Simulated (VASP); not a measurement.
Set up this calculation in VASP 6.6.1, as the native input.

```yaml
Task: relaxation of cell and atoms
Functional: PBE
Dispersion: D3(BJ)
Potentials_or_basis: VASP PAW PBE potentials, release 64 (Ti_sv)
Cutoff: 600 eV
k_mesh: 11 × 11 × 11
Occupations: fermi-dirac, width 0.05 eV
Spin: no spin polarisation
Dipole_correction: no
Further_INCAR_settings: ALGO = Fast; EDIFF = 1e-06; IBRION = 2; EDIFFG = -0.01; NSW = 60; ISIF = 3
```

The structure of Ti lies in POSCAR:

```
Ti
1.0
   -1.6410000000      1.6410000000      1.6410000000
    1.6410000000     -1.6410000000      1.6410000000
    1.6410000000      1.6410000000     -1.6410000000
Ti
1
Direct
    0.0000000000      0.0000000000      0.0000000000
```

One way to write it, as run:

INCAR

```
PREC = Accurate
ENCUT = 600
EDIFF = 1E-6
ISMEAR = -1
SIGMA = 0.05
LREAL = F
LASPH = T
NELM = 100
ALGO = Fast
ISIF = 3
LWAVE = F
LCHARG = F
GGA = PE
IVDW = 12
IBRION = 2
NSW = 60
EDIFFG = -0.01
```

KPOINTS

```
regular mesh
0
Gamma
  11 11 11
```

Potentials or basis: VASP PAW PBE potentials, release 64 (Ti_sv).

Launch:

```sh
$ cat potpaw_PBE.64/Ti_sv/POTCAR > POTCAR
$ mpirun -np 1 vasp_std > vasp.out
```

Results of the run:

* Relaxed volume: 16.22 Å³/atom
* Relaxed cell: a = 2.762 Å, b = 2.762 Å, c = 2.762 Å, α = 109.47°, β = 109.47°, γ = 109.47°
* Space group after relaxing (to 0.05 Å): Im-3m (No. 229)
* Energy gained by relaxing: 39.9 meV/atom
* Ionic steps: 15
* Pressure after relaxing: 0.1 GPa
* Band gap on the k mesh: zero (band 6 reaches 9.89 eV, above the bottom of band 7 at 8.16 eV)
* Dispersion energy per atom: -0.646 eV

Caveat: pairwise dispersion overbinds metals, which lowers pressure and volume.

It took 72 s on 1 thread of Intel(R) Xeon(R) 6975P-C (Granite Rapids) (shared host), peak memory 0.17 GiB.
